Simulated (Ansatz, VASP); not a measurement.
**One calculation of Ga, two programs**

File INCAR:

```
ALGO     = Normal         # electronic algorithm
EDIFF    = 1E-6           # SCF threshold, eV
ENCUT    = 520            # plane-wave cutoff, eV
GGA      = CA             # functional
ISIF     = 2              # what is computed and relaxed
ISMEAR   = -1             # smearing method
LASPH    = True           # aspherical terms in the spheres
LCHARG   = False          # write CHGCAR
LREAL    = False          # projectors in reciprocal space
LWAVE    = False          # write WAVECAR
NBANDS   = 12             # bands
NELM     = 100            # most SCF steps
PREC     = Accurate       # precision mode
SIGMA    = 0.05           # smearing width, eV
```

The input KPOINTS:

```
k-points
0
Gamma
  14 14 16
```

Contents of POSCAR:

```
Ga
1.0
   -1.4221650000      1.3998750000      2.2290000000
    1.3998750000     -1.4221650000      2.2290000000
    1.4081250000      1.4081250000     -2.2430400000
Ga
1
Direct
    0.0000000000      0.0000000000      0.0000000000
```

Input for Ansatz:

```yaml
crystal:
  lattice:
    - [-1.422165, 1.399875, 2.229]
    - [1.399875, -1.422165, 2.229]
    - [1.408125, 1.408125, -2.24304]
  atoms:
    - { symbol: Ga, position: [0.0, 0.0, 0.0] }
kpoints:
  mp_grid: { grid: [14, 14, 16] }
  band_path:
    path:
      - [0.0, 0.0, 0.0]
      - [0.5, 0.5, -0.5]
      - [0.1953038834, 0.8046961166, -0.5]
      - [-0.1953038834, 0.1953038834, 0.5]
      - [0.0, 0.0, 0.5]
      - [0.0, 0.0, 0.0]
      - [-0.5, 0.5, 0.0]
      - [0.0, 0.5, 0.0]
      - [0.0, 0.0, 0.0]
    npoints: 5
scf:
  occupations: { method: fermi_dirac, width: 0.05 }
hamiltonian:
  xc: lda
  pseudopotentials: { kind: all_electron, lapw: { basis_error: 0.00025 } }
output:
  forces: true
  stress: true
  eigenvalues: true
```

Change from the starting cell: equal xy, yz and zx shear strains of -1 %.

Alike in both runs: task single point; functional LDA; k mesh 14 × 14 × 16; occupations fermi-dirac, width 0.05 eV; no spin polarisation.

|  | VASP | Ansatz |
| --- | --- | --- |
| version | VASP 6.6.1 | Ansatz 0.2.0 |
| potentials or method | VASP PAW LDA potentials, release 64 (Ga_d), cutoff 520 eV | all-electron LAPW, scalar-relativistic |

VASP gave:

| Property | Result |
| --- | --- |
| pressure (GPa) | -1.7 |
| traceless stress, the component that is largest in VASP (GPa) | -0.12 |

What did Ansatz give for the same quantities?

Pressure (GPa): -1.6; traceless stress, the component that is largest in VASP (GPa): -0.09.

LDA's correlation is that of Perdew and Zunger in VASP and of Perdew and Wang (1992) in Ansatz. Ansatz ran all-electron here, and VASP with PAW potentials.
